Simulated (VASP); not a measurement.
CaSe: single point with PBE

The system is CaSe.

```
CELL_PARAMETERS angstrom
3.72285 0.00000 0.00000
0.00000 3.72285 0.00000
0.00000 0.00000 3.72285
ATOMIC_POSITIONS crystal
Ca 0.00000 0.00000 0.00000
Se 0.50000 0.50000 0.50000
```

This cell differs from its parent crystal: volume changed by +6%.

```
Program                : VASP 6.6.1
Task                   : single point
Functional             : PBE
Potentials or basis    : VASP PAW PBE potentials, release 64 (Ca_sv, Se)
Cutoff                 : 520 eV
k mesh                 : 6 × 6 × 6
Occupations            : gaussian, width 0.01 eV
Spin                   : no spin polarisation
Dipole correction      : no
Further INCAR settings : ALGO = Normal; EDIFF = 1e-07; NBANDS = 15
```

* Pressure: -2.5 GPa
* Band gap on the k mesh: 0.86 eV, direct

Levels at points of the mesh, in eV from the valence-band top:
```csv
k point,band 6,band 7,band 8,band 9,band 10,band 11
"(0.00, 0.00, 0.00)",-0.80,-0.80,-0.80,1.25,1.25,1.69
"(0.50, 0.00, 0.00)",-4.55,-0.93,-0.93,2.08,4.30,4.46
"(0.50, 0.50, 0.00)",-3.29,-3.29,0.00,0.86,2.84,3.16
"(0.50, 0.50, 0.50)",-3.35,-3.35,-3.35,3.77,3.77,3.77
```

Wall time 19 s on 1 thread of Intel(R) Xeon(R) Platinum 8488C (Sapphire Rapids), with other jobs on the host, peak memory 0.16 GiB.

 A k mesh can miss the band edges.
